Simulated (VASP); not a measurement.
Li2H:

```
Li H
1.0
     3.19398    0.00000    0.00000
     0.00000    3.19398    0.00000
     0.00000    0.00000    5.32019
Li H
4 2
Cartesian
  0.0000 0.0000 0.0000
  1.5970 1.5970 0.0000
  1.5970 0.0000 3.5645
  0.0000 1.5970 1.7557
  1.5970 0.0000 1.4099
  0.0000 1.5970 3.9103
```

| Item | Value |
| --- | --- |
| Program | VASP 6.6.1 |
| Task | relaxation of cell and atoms |
| Functional | PBE |
| Potentials or basis | VASP PAW PBE potentials, release 64 (Li_sv, H) |
| Cutoff | 600 eV |
| k mesh | 6 × 6 × 4 |
| Occupations | gaussian, width 0.1 eV |
| Spin | no spin polarisation |

At the start: pressure 11.1 GPa; volume 9.05 Å³/atom.

Problem. Where does the relaxation end?

Solution. Over 16 steps the energy falls by 466.8 meV/atom and the volume is 10.80 Å³/atom (+19.4 %); space group P4/nmm (No. 129, to 0.05 Å).

Step by step:
```
step  energy change (eV)  largest force (eV/Å)  pressure (GPa)  volume (Å³)
   1              0.0000                1.8297           11.11        54.27
   2             -0.5621                1.1979            6.13        59.35
   3             -1.0669                0.3828           -0.95        72.38
   4             -1.0702                0.3813           -1.26        73.27
   5             -1.2010                0.4150           -1.36        72.84
   6             -1.5711                0.5705           -1.24        71.11
   7             -1.6941                1.7903            1.27        65.44
   8             -1.7703                1.1305           -0.16        67.86
   9             -1.8858                1.1212           -0.07        67.51
  10             -2.1827                1.0600            0.22        66.38
  11             -2.5009                0.8672            0.80        63.77
  12             -2.7322                0.3054            0.28        64.28
  13             -2.7833                0.1359            0.27        64.54
  14             -2.7955                0.0149            0.57        64.99
  15             -2.8001                0.0288            0.46        64.88
  16             -2.8006                0.0326            0.41        64.82
```

Final structure:
```xyz
6
Lattice="3.8933 0.0000 0.0000 0.0000 3.8933 0.0000 0.0000 0.0000 4.2762" Properties=species:S:1:pos:R:3 pbc="T T T"
Li    0.0000    0.0000    0.0000
Li    1.9467    1.9467    0.0000
Li    1.9467    0.0000    2.1543
Li    0.0000    1.9467    2.1219
H     1.9467    0.0000    0.0234
H     0.0000    1.9467    4.2528
```

Caveat: the cutoff is under 1.25 times the usual one of these potentials, so pressure, stress and relaxed cells hold a basis-set (Pulay) error; the volume moved by over 15 % at a fixed basis, so the end points are rough.
